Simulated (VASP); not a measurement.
Here is a VASP 6.6.1 calculation.

POSCAR

```
HgS
1.0
    0.0000000000      2.9651871438      2.9651871438
    2.9651871438      0.0000000000      2.9651871438
    2.9651871438      2.9651871438      0.0000000000
Hg S
1 1
Direct
    0.0000000000      0.0000000000      0.0000000000
    0.2500000000      0.2500000000      0.2500000000
```

The input INCAR.step1:

```
SYSTEM = HgS
  ALGO = Normal
  EDIFF = 1E-5
  ENCUT = 400
  GGA = PE
  GGA_COMPAT = .FALSE.
  ISIF = 2
  ISMEAR = -1
  LASPH = .TRUE.
  LCHARG = .FALSE.
  LORBIT = 11
  LORBMOM = .TRUE.
  LREAL = .FALSE.
  LSORBIT = .TRUE.
  LWAVE = .TRUE.
  MAGMOM = 0 0 0 0 0 0
  NBANDS = 30
  NELM = 200
  PREC = Accurate
  SIGMA = 0.02
```

File INCAR.step2:

```
SYSTEM = HgS
  ALGO = Normal
  EDIFF = 1E-6
  ENCUT = 400
  GGA = PE
  GGA_COMPAT = .FALSE.
  HFSCREEN = 0.2079
  ISIF = 2
  ISMEAR = -1
  ISTART = 1
  LASPH = .TRUE.
  LCHARG = .FALSE.
  LHFCALC = .TRUE.
  LORBIT = 11
  LORBMOM = .TRUE.
  LREAL = .FALSE.
  LSORBIT = .TRUE.
  LWAVE = .FALSE.
  MAGMOM = 0 0 0 0 0 0
  NBANDS = 30
  NELM = 200
  PREC = Accurate
  PRECFOCK = Normal
  SIGMA = 0.02
```

File KPOINTS:

```
k-points
0
G
  4 4 4
  0 0 0
```

Potentials or basis: VASP PAW PBE potentials, release 64 (Hg, S).

Run with:

```bash
$ cat potpaw_PBE.64/Hg/POTCAR potpaw_PBE.64/S/POTCAR > POTCAR
$ cp INCAR.step1 INCAR
$ mpirun -np 1 vasp_ncl > vasp.out
$ cp INCAR.step2 INCAR
$ mpirun -np 1 vasp_ncl > vasp.out
```

Problem. Predict the pressure.

Solution. -0.3 GPa.

Problem. Predict the net moment.

Solution. 0.00 μB per cell.

Moments on the atoms (μB; x, y, z):
```
Hg  0.00 0.00 0.00
S   0.00 0.00 0.00
```

Caveat: the k points lie up to 0.46 Å⁻¹ apart; the PAW data sets were made with another functional, which shifts forces and pressure a little.
